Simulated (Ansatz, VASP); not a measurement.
## One calculation of Zn, two programs

```xyz
4
Lattice="-1.2874 2.2299 0.0000 0.0000 0.0000 4.7112 3.8623 2.2299 0.0000" Properties=species:S:1:pos:R:3 pbc="T T T"
Zn    0.0000    1.4866    1.1778
Zn    2.5749    1.4866    1.1778
Zn    1.2874    0.7433    3.5334
Zn    2.5749    2.9732    3.5334
```

Alike in both runs: task single point; functional LDA; k mesh 14 × 8 × 8; occupations fermi-dirac, width 0.08 eV; no spin polarisation.

|  | VASP | Ansatz |
| --- | --- | --- |
| version | VASP 6.6.1 | Ansatz 0.2.0 |
| potentials or method | VASP PAW LDA potentials, release 64 (Zn) | PAW with Ansatz's default frozen-core files, scalar-relativistic |
| plane-wave cutoff (eV) | 520 | 420 |
| valence electrons in the cell | 48 | 48 |

```csv
,VASP,Ansatz,Ansatz less VASP
pressure (GPa),0.8,0.0,-0.75
"traceless stress, the component that is largest in VASP (GPa)",-0.85,-0.63,+0.224
```

LDA's correlation is that of Perdew and Zunger in VASP and of Perdew and Wang (1992) in Ansatz.
